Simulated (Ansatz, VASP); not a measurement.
One calculation of NaGeCl3, two programs

File POSCAR:

```
NaGeCl3
1.0
    5.2926780958      0.0000000000      0.0000000000
    0.0000000000      5.2926780958      0.0000000000
    0.0000000000      0.0000000000      5.2926780958
Na Ge Cl
1 1 3
Direct
    0.0000000000      0.0000000000      0.0000000000
    0.5000000000      0.5000000000      0.5000000000
    0.5000000000      0.5000000000      0.0000000000
    0.5000000000      0.0000000000      0.5000000000
    0.0000000000      0.5000000000      0.5000000000
```

INCAR.step1

```
SYSTEM = NaGeCl3
  PREC = Accurate
  ENCUT = 520
  ISMEAR = 0
  SIGMA = 0.01
  LREAL = .FALSE.
  LASPH = .TRUE.
  NELM = 100
  NBANDS = 29
  GGA = PE
  ALGO = Normal
  EDIFF = 1E-4
  LWAVE = .TRUE.
  LCHARG = .FALSE.
```

INCAR.step2

```
SYSTEM = NaGeCl3
  PREC = Accurate
  ENCUT = 520
  EDIFF = 1E-7
  ISMEAR = 0
  SIGMA = 0.01
  LREAL = .FALSE.
  LASPH = .TRUE.
  NELM = 100
  ALGO = Normal
  ISIF = 2
  LWAVE = .FALSE.
  LCHARG = .FALSE.
  METAGGA = R2SCAN
  LMIXTAU = .TRUE.
  NBANDS = 29
  ISTART = 1
```

Contents of KPOINTS:

```
regular mesh
0
G
  4 4 4
  0 0 0
```

Input for Ansatz:

```yaml
crystal:
  lattice:
    - [5.2926780958, 0.0, 0.0]
    - [0.0, 5.2926780958, 0.0]
    - [0.0, 0.0, 5.2926780958]
  atoms:
    - { symbol: Na, position: [0.0, 0.0, 0.0] }
    - { symbol: Ge, position: [0.5, 0.5, 0.5] }
    - { symbol: Cl, position: [0.5, 0.5, 0.0] }
    - { symbol: Cl, position: [0.5, 0.0, 0.5] }
    - { symbol: Cl, position: [0.0, 0.5, 0.5] }
kpoints:
  mp_grid: { grid: [4, 4, 4] }
hamiltonian:
  xc: r2scan
scf:
  occupations: { method: fixed }
  n_extra_bands: 5
output:
  forces: true
  stress: true
  eigenvalues: true
```

Alike in both runs: task single point; functional r2SCAN; k mesh 4 × 4 × 4; no spin polarisation.

|  | VASP | Ansatz |
| --- | --- | --- |
| version | VASP 6.6.1 | Ansatz 0.2.0 |
| potentials or method | VASP PAW PBE potentials, release 64 (Na_pv, Ge_d, Cl) | plane waves, PAW |
| plane-wave cutoff (eV) | 520 | 500 |
| occupations | gaussian, width 0.01 eV | fixed |
| valence electrons in the cell | 42 | 44 |

|  | VASP | Ansatz | Ansatz less VASP |
| --- | --- | --- | --- |
| gap on the k mesh at the Fermi level (eV) | 1.11 | 1.10 | -0.011 |
| pressure (GPa) | -1.6 | -1.5 | +0.10 |

VASP's potentials were made for PBE, not for r2SCAN. VASP's potentials hold 42 valence electrons a cell and Ansatz's 44, so a difference there can come from the potentials and not from the codes.
